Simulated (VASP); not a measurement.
Wanted: the native input for a VASP 6.6.1 run.

```
Task                   : single point
Functional             : PBE
Potentials or basis    : VASP PAW PBE potentials, release 64 (Si, O)
Cutoff                 : 520 eV
k mesh                 : 4 × 4 × 4
Occupations            : fermi-dirac, width 0.01 eV
Spin                   : no spin polarisation
Dipole correction      : no
Further INCAR settings : LREAL = Auto; ALGO = Normal; EDIFF = 1e-06; NBANDS = 82
```

The structure of SiO2 (Cristobalite high) lies in POSCAR:

```
SiO2
1.0
    7.1600000000      0.0000000000      0.0000000000
    0.0000000000      7.1600000000      0.0000000000
    0.0000000000      0.0000000000      7.1600000000
Si O
8 16
Direct
    0.2807081874      0.2807081874      0.2807081874
    0.2192918126      0.7192918126      0.7807081874
    0.7807081874      0.2192918126      0.7192918126
    0.7192918126      0.7807081874      0.2192918126
    1.0205836573      1.0205836573      1.0205836573
    0.4794163427     -0.0205836573      0.5205836573
    0.5205836573      0.4794163427     -0.0205836573
   -0.0205836573      0.5205836573      0.4794163427
    0.1505388321      0.1505388321      0.1505388321
    0.3494611679      0.8494611679      0.6505388321
    0.6505388321      0.3494611679      0.8494611679
    0.8494611679      0.6505388321      0.3494611679
    0.6398190361      0.6615812943      0.0434329954
    0.8601809639      0.3384187057      0.5434329954
    0.1398190361      0.8384187057      0.9565670046
    0.3601809639      0.1615812943      0.4565670046
    0.0434329954      0.6398190361      0.6615812943
    0.5434329954      0.8601809639      0.3384187057
    0.9565670046      0.1398190361      0.8384187057
    0.4565670046      0.3601809639      0.1615812943
    0.6615812943      0.0434329954      0.6398190361
    0.3384187057      0.5434329954      0.8601809639
    0.8384187057      0.9565670046      0.1398190361
    0.1615812943      0.4565670046      0.3601809639
```

These files were run (other wordings do the same):

INCAR

```
  PREC = Accurate
  ENCUT = 520
  EDIFF = 1E-6
  ISMEAR = -1
  SIGMA = 0.01
  LREAL = Auto
  LASPH = T
  NELM = 60
  ALGO = Normal
  ISIF = 2
  LWAVE = F
  LCHARG = T
  GGA = PE
  LELF = T
  LVHAR = T
  NBANDS = 82
```

KPOINTS

```
regular mesh
0
Gamma
  4 4 4
```

Potentials or basis: VASP PAW PBE potentials, release 64 (Si, O).

Run with:

```console
$ cat potpaw_PBE.64/Si/POTCAR potpaw_PBE.64/O/POTCAR > POTCAR
$ mpirun -np 1 vasp_std > vasp.out
```

It gave:

The pressure is 0.9 GPa, the largest force is 0.020 eV/Å and the band gap on the k mesh is 5.68 eV, indirect (the least direct gap lies 3.5 meV higher).

Wall time 6.2 min on 1 thread of Intel(R) Xeon(R) Platinum 8375C CPU @ 2.90GHz (Ice Lake), with other jobs on the host, peak memory 0.5 GiB.
